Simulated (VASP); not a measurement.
**CaS: single point with PBE**

Crystal: CaS.

```
Ca S
1.0
     0.00000    2.84794    2.84794
     2.84794    0.00000    2.84794
     2.84794    2.84794    0.00000
Ca S
1 1
Direct
  0.00000 0.00000 0.00000
  0.50000 0.50000 0.50000
```

```yaml
Program: VASP 6.6.1
Task: single point
Functional: PBE
Potentials_or_basis: VASP PAW PBE potentials, release 64 (Ca_sv, S)
Cutoff: 500 eV
k_mesh: 6 × 6 × 6, shifted
Occupations: gaussian, width 0.01 eV
Spin: no spin polarisation
Dipole_correction: no
Further_INCAR_settings: ALGO = Normal; EDIFF = 1e-06; NBANDS = 15; ISYM = 0
```

| Item | Value |
| --- | --- |
| Pressure | 0.6 GPa |
| Band gap on the k mesh | 2.68 eV (least direct gap 3.41 eV) |

Levels at points of the mesh, in eV from the valence-band top:
| k point | band 5 | band 6 | band 7 | band 8 | band 9 | band 10 | band 11 | band 12 |
| --- | --- | --- | --- | --- | --- | --- | --- | --- |
| (0.00, 0.00, 0.08) | -11.17 | -0.22 | 0.00 | 0.00 | 4.26 | 4.38 | 4.38 | 4.63 |

Run time: 3.9 min on 1 thread of Intel(R) Xeon(R) Platinum 8375C CPU @ 2.90GHz (Ice Lake) (shared host), peak memory 0.4 GiB.

Caveat: a shifted mesh leaves out Γ, where band edges can lie. A k mesh can miss the band edges.
